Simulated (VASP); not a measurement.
Set up this calculation in VASP 6.6.1, as the native input.

```yaml
Task: single point
Functional: PBE
Dispersion: D3(BJ)
Potentials_or_basis: VASP PAW PBE potentials, release 64 (Mo_sv, Se)
Cutoff: 500 eV
k_mesh: 10 × 10 × 4
Occupations: gaussian, width 0.05 eV
Spin: no spin polarisation
Dipole_correction: no
Further_INCAR_settings: ALGO = Normal; EDIFF = 1e-06; NBANDS = 35
```

The structure of MoSe2 lies in POSCAR:

```
MoSe2
1.0
    3.2869103485      0.0000000000      0.0000000000
   -1.6434551742      2.8465478617      0.0000000000
    0.0000000000      0.0000000000     12.9098259902
Mo Se
2 4
Direct
    0.3333333333      0.6666666667      0.2500000000
    0.6666666667      0.3333333333      0.7500000000
    0.3333333333      0.6666666667      0.6203896437
    0.6666666667      0.3333333333      0.1203896437
    0.3333333333      0.6666666667      0.8796103563
    0.6666666667      0.3333333333      0.3796103563
```

This cell differs from its parent crystal: volume scaled by 1.020.

The input as run:

INCAR

```
PREC = Accurate
ENCUT = 500
EDIFF = 1E-6
ISMEAR = 0
SIGMA = 0.05
LREAL = False
LASPH = True
NELM = 120
ALGO = Normal
ISIF = 2
LWAVE = False
LCHARG = False
GGA = PE
IVDW = 12
NBANDS = 35
GGA_COMPAT = False
```

KPOINTS

```
regular mesh
0
Gamma
  10 10 4
```

Potentials or basis: VASP PAW PBE potentials, release 64 (Mo_sv, Se).

Run with:

```bash
$ cat potpaw_PBE.64/Mo_sv/POTCAR potpaw_PBE.64/Se/POTCAR > POTCAR
$ mpirun -np 1 vasp_std > vasp.out
```

Results of the run:

```json
{
  "Pressure": "-0.6 GPa",
  "Largest force": "0.034 eV/Å",
  "Band gap on the k mesh": "0.84 eV, indirect (least direct gap 1.58 eV)",
  "Dispersion energy per atom": "-0.470 eV"
}
```

Wall time 2.3 min on 1 thread of Intel(R) Xeon(R) Platinum 8488C (Sapphire Rapids), on a shared host, peak memory 0.31 GiB.
